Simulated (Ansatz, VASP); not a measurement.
# Two plane-wave programs on HfO2

```
CELL_PARAMETERS angstrom
0.11949 2.64568 2.58885
2.70834 0.00000 2.70834
2.62323 2.68006 0.08511
ATOMIC_POSITIONS crystal
Hf 0.00000 0.96243 0.00000
O 0.22891 0.25561 0.29744
O 0.77109 0.78196 0.70256
```

Alike in both runs: task single point; functional PBEsol; k mesh 8 × 8 × 8; occupations gaussian, width 0.02 eV; no spin polarisation.

|  | VASP | Ansatz |
| --- | --- | --- |
| version | VASP 6.6.1 | Ansatz 0.2.0 |
| potentials or method | VASP PAW PBE potentials, release 64 (Hf_pv, O), cutoff 520 eV | scalar-relativistic, plane waves, PAW |
| valence electrons in the cell | 22 | 38 |

VASP gave:

| Property | Result |
| --- | --- |
| gap on the k mesh at the Fermi level (eV) | 3.34 |
| least direct gap on the mesh (eV) | 3.55 |
| pressure (GPa) | -19.7 |
| traceless stress, the component that is largest in VASP (GPa) | -6.17 |
| rms of the force components (eV/Å) | 1.043 |

Task: What did Ansatz give for the same quantities?

Result: gap on the k mesh at the Fermi level (eV): 3.38; least direct gap on the mesh (eV): 3.57; pressure (GPa): -17.0; traceless stress, the component that is largest in VASP (GPa): -6.04; rms of the force components (eV/Å): 1.058.

VASP's potentials were made for PBE, not for PBEsol. Atom by atom the forces differ by 0.024 eV/Å (rms over components). The functional is the same, so the differences come from potentials, cutoffs and numerics. VASP's potentials hold 22 valence electrons a cell and Ansatz's 38, so a difference there can come from the potentials and not from the codes.

Spin-orbit coupling is off throughout.
